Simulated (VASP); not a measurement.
A run of VASP 6.6.1 is set up as follows.

File POSCAR:

```
CsLiCr2Te2S3
1.0
    3.4216200000     -5.1806900000      0.0078400000
    3.4216200000      5.1806900000      0.0078400000
   -2.9041100000      0.0000000000      7.4309300000
Cs Li Cr Te S
1 1 2 2 3
Direct
    0.0937400000      0.0937400000      0.0085300000
    0.5887500000      0.5887500000      0.5533600000
    0.0564600000      0.4675500000      0.5579000000
    0.4675500000      0.0564600000      0.5579000000
    0.5648600000      0.8735700000      0.2903500000
    0.8735700000      0.5648600000      0.2903500000
    0.8115100000      0.3969700000      0.7334700000
    0.3969700000      0.8115100000      0.7334700000
    0.2140400000      0.2140400000      0.4837100000
```

INCAR.step1

```
  PREC = Accurate
  ENCUT = 520
  EDIFF = 1E-5
  ISMEAR = -1
  SIGMA = 0.05
  LREAL = F
  LASPH = T
  NELM = 150
  ALGO = Normal
  ISIF = 2
  LWAVE = T
  ISPIN = 2
  MAGMOM = 0 0 3 3 0 0 0 0 0
  LORBIT = 11
  LMAXMIX = 4
  NBANDS = 47
  GGA = PE
  LUSENCCL = F
```

File INCAR.step2:

```
  PREC = Accurate
  ENCUT = 520
  EDIFF = 1E-7
  ISMEAR = -1
  SIGMA = 0.05
  LREAL = F
  LASPH = T
  NELM = 150
  ALGO = Normal
  ISIF = 2
  LWAVE = F
  LCHARG = T
  ISPIN = 2
  MAGMOM = 0 0 3 3 0 0 0 0 0
  LORBIT = 11
  LMAXMIX = 4
  GGA = PE
  LHFCALC = T
  AEXX = 0.25
  HFSCREEN = 0.3
  PRECFOCK = Fast
  LELF = T
  LVHAR = T
  NBANDS = 47
  ISTART = 1
  LUSENCCL = F
```

KPOINTS

```
regular mesh
0
Gamma
  2 2 2
```

Potentials or basis: VASP PAW PBE potentials, release 64 (Cs_sv, Li_sv, Cr_pv, Te, S).

The run is started by

```bash
$ cat potpaw_PBE.64/Cs_sv/POTCAR potpaw_PBE.64/Li_sv/POTCAR potpaw_PBE.64/Cr_pv/POTCAR potpaw_PBE.64/Te/POTCAR potpaw_PBE.64/S/POTCAR > POTCAR
$ cp INCAR.step1 INCAR
$ mpirun -np 1 vasp_std > vasp.out
$ cp INCAR.step2 INCAR
$ mpirun -np 1 vasp_std > vasp.out
```

**Question.** Estimate the site moments.

**Answer.** Cs -0.00; Li +0.00; Cr +2.87; Te -0.45; S -0.16, -0.18 μB.

**Question.** What does it give for the band gap on the k mesh?

**Answer.** Zero (filled and empty bands overlap).

**Question.** What does it give for the largest force?

**Answer.** 0.302 eV/Å.

Forces in eV/Å, atoms in the order of the input:
```
Cs  -0.008  0.000 -0.022
Li  -0.048  0.000  0.091
Cr  -0.110 -0.041 -0.101
Cr  -0.110  0.041 -0.101
Te   0.002  0.033 -0.159
Te   0.002 -0.033 -0.159
S    0.079  0.142  0.255
S    0.079 -0.142  0.255
S    0.112  0.000 -0.059
```

Caveat: the k points lie up to 0.58 Å⁻¹ apart; the PAW data sets were made with another functional, which shifts forces and pressure a little; spin-orbit coupling is left out, which moves the levels of the heavy elements; only a ferromagnetic start was run, and an antiferromagnetic order may lie lower in energy.
